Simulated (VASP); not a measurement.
# InP (I4mm) in VASP: single point with PBE

Aim: the single point of InP with PBE.

All numbers are computed with VASP 6.6.1; they aren't measurements. Logs are shortened: lines on timing, memory, paths and dates and some standing lists are left out, and cuts for length are marked.

## Step 1: The cell of the first run

The structure is tetragonal, space group I4mm (No. 107). The conventional cell has a = 3.826 Å, b = 3.826 Å, c = 5.955 Å, α = 90.00°, β = 90.00°, γ = 90.00°. In (site symmetry 4mm) has 6 P at 2.55 to 3.41 Å within 3.5 Å. P (site symmetry 4mm) has 6 In at 2.55 to 3.41 Å within 3.5 Å.

## Step 2: Single point, PBE

Contents of POSCAR:

```
InP
1.0
    0.0000000000      3.8260000000      0.0000000000
    3.8260000000      0.0000000000      0.0000000000
    1.9130000000      1.9130000000     -2.9776080000
In P
1 1
Direct
    0.0000000000      0.0000000000      0.0000000000
    0.4280000000      0.4280000000      0.1440000000
```

Contents of INCAR.step1:

```
SYSTEM = InP
  PREC = Accurate
  ENCUT = 520
  EDIFF = 1E-7
  ISMEAR = -1
  SIGMA = 0.1
  LREAL = .FALSE.
  LASPH = .TRUE.
  NELM = 60
  ALGO = Normal
  ISIF = 2
  LWAVE = .FALSE.
  LCHARG = .TRUE.
  GGA = PE
  NBANDS = 16
```

Contents of KPOINTS.step1:

```
Automatic mesh
0
G
  11 11 11
  0 0 0
```

Contents of INCAR.step2:

```
SYSTEM = InP
  PREC = Accurate
  ENCUT = 520
  EDIFF = 1E-7
  ISMEAR = -5
  SIGMA = 0.1
  LREAL = .FALSE.
  LASPH = .TRUE.
  NELM = 60
  ALGO = Normal
  ISIF = 2
  LWAVE = .FALSE.
  LCHARG = .FALSE.
  GGA = PE
  LORBIT = 10
  NEDOS = 2001
  ICHARG = 11
```

Contents of KPOINTS.step2:

```
Automatic mesh
0
G
  17 17 17
  0 0 0
```

Potentials or basis: VASP PAW PBE potentials, release 64 (In_d, P).

The run is started by

```console
$ cat potpaw_PBE.64/In_d/POTCAR potpaw_PBE.64/P/POTCAR > POTCAR
$ cp INCAR.step1 INCAR
$ cp KPOINTS.step1 KPOINTS
$ mpirun -np 1 vasp_std > vasp.out
$ cp INCAR.step2 INCAR
$ cp KPOINTS.step2 KPOINTS
$ mpirun -np 1 vasp_std > vasp.out
```

OUTCAR:

```text
SYSTEM = InP
   PREC = Accurate
   ENCUT = 520
   EDIFF = 1E-7
   ISMEAR = -5
   LREAL = .FALSE.
   LASPH = .TRUE.
   NELM = 60
   ISIF = 2
   GGA = PE
   LORBIT = 10
   ICHARG = 11

 ion  position               nearest neighbor table
   1  0.000  0.000  0.000-   2 2.55   2 2.74   2 2.74   2 2.74   2 2.74   2 3.41
   2  0.428  0.428  0.144-   1 2.55   1 2.74   1 2.74   1 2.74   1 2.74   1 3.41

  LATTYP: Found a body centered tetragonal cell.
 ALAT       =     3.8260000000
 C/A-ratio  =     1.5565122844

  Lattice vectors:

 A1 = (  -1.9130000000,   1.9130000000,   2.9776080000)
 A2 = (   1.9130000000,  -1.9130000000,   2.9776080000)
 A3 = (   1.9130000000,   1.9130000000,  -2.9776080000)

Analysis of symmetry for initial positions (statically):
=====================================================================
 Subroutine PRICEL returns:
 Original cell was already a primitive cell.

 Routine SETGRP: Setting up the symmetry group for a
 body centered tetragonal supercell.

 Subroutine GETGRP returns: Found  8 space group operations
 (whereof  8 operations were pure point group operations)
 out of a pool of 16 trial point group operations.

The static configuration has the point symmetry C_4v.

Analysis of symmetry for dynamics (positions and initial velocities):
=====================================================================
 Subroutine PRICEL returns:
 Original cell was already a primitive cell.

 Routine SETGRP: Setting up the symmetry group for a
 body centered tetragonal supercell.

 Subroutine GETGRP returns: Found  8 space group operations
 (whereof  8 operations were pure point group operations)
 out of a pool of 16 trial point group operations.

The dynamic configuration has the point symmetry C_4v.

 Subroutine INISYM returns: Found  8 space group operations
 (whereof  8 operations are pure point group operations),
 and found     1 'primitive' translations

----------------------------------------------------------------------------------------

                                     Primitive cell

  volume of cell :      43.5870

  direct lattice vectors                    reciprocal lattice vectors
     0.000000000  3.826000000  0.000000000     0.000000000  0.261369577  0.167920022
     3.826000000  0.000000000  0.000000000     0.261369577  0.000000000  0.167920022
     1.913000000  1.913000000 -2.977608000     0.000000000  0.000000000 -0.335840043

  length of vectors
     3.826000000  3.826000000  4.023094257     0.310662501  0.310662501  0.335840043

  position of ions in fractional coordinates (direct lattice)
     0.000000000  0.000000000  0.000000000
     0.428000000  0.428000000  0.144000000

  ion indices of the primitive-cell ions
   primitive index   ion index
                 1           1
                 2           2

----------------------------------------------------------------------------------------

 KPOINTS: Automatic mesh

Automatic generation of k-mesh.
 Grid dimensions read from file:
 generate k-points for:   17   17   17

 Generating k-lattice:

  Cartesian coordinates                     Fractional coordinates (reciprocal lattice)
     0.000000000  0.015374681  0.009877648     0.058823529  0.000000000 -0.000000000
     0.015374681  0.000000000  0.009877648     0.000000000  0.058823529 -0.000000000
     0.000000000  0.000000000 -0.019755297     0.000000000  0.000000000  0.058823529

  Length of vectors
     0.018274265  0.018274265  0.019755297

  Shift w.r.t. Gamma in fractional coordinates (k-lattice)
     0.000000000  0.000000000  0.000000000

 TETIRR: Found   6263 inequivalent tetrahedra from    29478

 Subroutine IBZKPT returns following result:
 ===========================================

 Found    405 irreducible k-points:

 Following reciprocal coordinates:
            Coordinates               Weight
  0.000000  0.000000  0.000000      1.000000
  0.058824  0.000000  0.000000      8.000000
  0.117647  0.000000 -0.000000      8.000000
  0.176471  0.000000  0.000000      8.000000
  0.235294  0.000000 -0.000000      8.000000
  0.294118  0.000000  0.000000      8.000000
[... 16 lines left out ...]
 -0.176471  0.058824 -0.000000     16.000000
 -0.117647  0.058824  0.000000     16.000000
 [... further k-points ...]
   k-points           NKPTS =    405   k-points in BZ     NKDIM =    405   number of bands    NBANDS=     13
   number of dos      NEDOS =   2001   number of ions     NIONS =      2
   total plane-waves  NPLWV =  23520
   dimension x,y,z NGX =    28 NGY =   28 NGZ =   30
   dimension x,y,z NGXF=    56 NGYF=   56 NGZF=   60
   ions per type =               1   1
   NGX,Y,Z   is equivalent  to a cutoff of  12.17, 12.17, 12.40 a.u.
   NGXF,Y,Z  is equivalent  to a cutoff of  24.33, 24.33, 24.79 a.u.
 SYSTEM =  InP
   PREC   = accura    normal or accurate (medium, high low for compatibility)
   ISTART =      0    job   : 0-new  1-cont  2-samecut
   ICHARG =     11    charge: 1-file 2-atom 10-const
   ISPIN  =      1    spin polarized calculation?
   LNONCOLLINEAR =      F non collinear calculations
   LSORBIT =      F    spin-orbit coupling
   LASPH  =      T    aspherical Exc in radial PAW
   ENCUT  =  520.0 eV  38.22 Ry    6.18 a.u.   7.11  7.11  7.48*2*pi/ulx,y,z
   NELM   =     60;   NELMIN=  2; NELMDL=  0     # of ELM steps
   EDIFF  = 0.1E-06   stopping-criterion for ELM
   LREAL  =      F    real-space projection
   EDIFFG = 0.1E-05   stopping-criterion for IOM
   NSW    =      0    number of steps for IOM
   IBRION =     -1    ionic relax: 0-MD 1-quasi-New 2-CG
   NFREE  =      0    steps in history (QN), initial steepest desc. (CG)
   ISIF   =      2    stress and relaxation
   ISYM   =      2    0-nonsym 1-usesym 2-fastsym
   POTIM  = 0.5000    time-step for ionic-motion
   TEBEG  =    0.0;   TEEND  =   0.0 temperature during run
   PSTRESS=    0.0 pullay stress
   NELECT =      18.0000    total number of electrons
   NUPDOWN=      -1.0000    fix difference up-down
   EMIN   =  10.00;   EMAX   =-10.00  energy-range for DOS
   EFERMI =   0.00;   METHOD = LEGACY
   ISMEAR =    -5;   SIGMA  =   0.10  broadening in eV -4-tet -1-fermi 0-gaus
   EFERMI_NEDOS =   21; number of points for ismear=-14 and -15
   IALGO  =     38    algorithm
   IMIX   =      4    mixing-type and parameters
     AMIX     =   0.40;   BMIX     =  1.00
     AMIX_MAG =   1.60;   BMIX_MAG =  1.00
  volume/ion in A,a.u.               =      21.79       147.07
  Fermi-wavevector in a.u.,A,eV,Ry     =   1.219120  2.303803 20.221713  1.486254
  Thomas-Fermi vector in A             =   2.354383
   LORBIT       =     10    0 simple, 1 ext, 2 COOP (PROOUT), +10 PAW based schemes
   GGA     = PE    functional components
   LHFCALC =     F    Hartree Fock is set to
   AEXX    =    0.0000 exact exchange contribution
   IVDW    =     0    specifies the selected vdW correction
   LEPSILON=     F    determine dielectric tensor
   LRPA    =     F    only Hartree local field effects (RPA)
 non-spin polarized calculation
 Fermi weights with tetrahedron method with Bloechl corrections
  energy-cutoff  :      520.00
  volume of cell :       43.59
 maximum number of plane-waves:      1188

 number of electron      17.9999996 magnetization

 Free energy of the ion-electron system (eV)
  ---------------------------------------------------
  ext. energy  EPLUGINS =         0.00000000
  ---------------------------------------------------
  free energy    TOTEN  =        -7.88530588 eV

  energy without entropy =       -7.88530588  energy(sigma->0) =       -7.88530588

 E-fermi :   6.6570     XC(G=0): -10.2316

 val. band max:        6.6888340001   @ k =   0.1176   0.1176  -0.0000
 cond. band min:       6.5645069679   @ k =   0.4118   0.3529  -0.0000
 fundamental gap:     -0.1243270322
 Fermi energy:         6.6569649149

 k-point     1 :       0.0000    0.0000    0.0000
  band No.  band energies     occupation
      1      -7.5515      2.00000
      2      -7.4946      2.00000
      3      -7.4785      2.00000
      4      -7.4687      2.00000
      5      -7.4687      2.00000
      6      -5.1905      2.00000
      7       6.4133      2.00000
      8       6.4133      2.00000
      9       6.7616      0.12460
     10       7.1726      0.00000
     11      13.1091      0.00000
     12      13.2215      0.00000
     13      13.2220      0.00000

 k-point     2 :       0.0588    0.0000    0.0000
  band No.  band energies     occupation
      1      -7.5526      2.00000
      2      -7.4927      2.00000
      3      -7.4810      2.00000
      4      -7.4687      2.00000
      5      -7.4664      2.00000
      6      -5.1472      2.00000
      7       5.8254      2.00000
      8       6.4262      2.00000
      9       6.6739      0.95863
     10       7.7572      0.00000
     11      12.6888      0.00000
     12      13.2126      0.00000
     13      13.2756      0.00000

 k-point     3 :       0.1176    0.0000   -0.0000
  band No.  band energies     occupation
      1      -7.5564      2.00000
      2      -7.4879      2.00000
      3      -7.4874      2.00000
      4      -7.4678      2.00000
      5      -7.4601      2.00000
      6      -5.0182      2.00000
      7       4.9065      2.00000
      8       6.4653      2.00000
      9       6.5991      2.03855
     10       8.4679      0.00000
     11      12.1127      0.00000
     12      13.0926      0.00000
     13      13.1219      0.00000
[... 305 lines left out ...]
 k-point    23 :      -0.1765    0.0588   -0.0000
  band No.  band energies     occupation
      1      -7.5556      2.00000
      2      -7.5012      2.00000
      3      -7.4798      2.00000
      4      -7.4661      2.00000
      5      -7.4534      2.00000
      6      -4.8385      2.00000
      7       4.1622      2.00000
      8       6.2878      2.00000
      9       6.5124      2.03269
     10       9.1771      0.00000
     11      11.8723      0.00000
     12      12.5185      0.00000
     13      12.9711      0.00000

 k-point    24 :      -0.1176    0.0588    0.0000
  band No.  band energies     occupation
      1      -7.5505      2.00000
      2      -7.4909      2.00000
      3      -7.4845      2.00000
      4      -7.4712      2.00000
      5      -7.4611      2.00000
      6      -5.0263      2.00000
      7       5.0308      2.00000
      8       6.2878      2.00000
      9       6.5737      2.11103
     10       8.6056      0.00000
     11      12.3230      0.00000
     12      12.7888      0.00000
     13      13.4342      0.00000

 [... further k-points ...]

------------------------ aborting loop because EDIFF is reached ----------------------------------------

  FORCE on cell =-STRESS in cart. coord.  units (eV):
  Direction    XX          YY          ZZ          XY          YZ          ZX
  --------------------------------------------------------------------------------------
  -------------------------------------------------------------------------------------
  Total       -0.1540846     -0.1540846      1.2406155      0.0000000      0.0000000      0.0000000
  in kB       -5.6638596     -5.6638596     45.6026767      0.0000000      0.0000000      0.0000000
  external PRESSURE =      11.4249858 kB  Pullay stress =       0.0000000 kB

 VOLUME and BASIS-vectors are now :
 -----------------------------------------------------------------------------
  energy-cutoff  :      520.00
  volume of cell :       43.59
      direct lattice vectors                 reciprocal lattice vectors
     0.000000000  3.826000000  0.000000000     0.000000000  0.261369577  0.167920022
     3.826000000  0.000000000  0.000000000     0.261369577  0.000000000  0.167920022
     1.913000000  1.913000000 -2.977608000     0.000000000  0.000000000 -0.335840043

 POSITION                                       TOTAL-FORCE (eV/Angst)
 -----------------------------------------------------------------------------------
      0.00000      0.00000      0.00000         0.000000      0.000000     -0.229236
      1.91300      1.91300     -0.42878        -0.000000     -0.000000      0.229236
 -----------------------------------------------------------------------------------
    total drift:                               -0.000001     -0.000001     -0.001177

  FREE ENERGIE OF THE ION-ELECTRON SYSTEM (eV)
  ---------------------------------------------------
  free  energy   TOTEN  =        -7.8853058782 eV

  energy  without entropy=       -7.8853058782  energy(sigma->0) =       -7.88530588

 total charge

# of ion       s       p       d       tot
------------------------------------------
    1        0.838   0.618   9.901  11.357
    2        1.065   1.423   0.000   2.488
--------------------------------------------------
tot          1.903   2.041   9.901  13.844
```

Run time: 4 min. Hardware: 1 thread of Intel Xeon 8259CL, shared host; peak memory 0.35 GiB.

What came out:

| Property | Result |
| --- | --- |
| Valence electrons inside the program's atomic spheres | In 11.36; P 2.49 |

Caveat: spin-orbit coupling is left out, which moves the levels of the heavy elements; tetrahedron occupations give inexact forces and stress in metals.
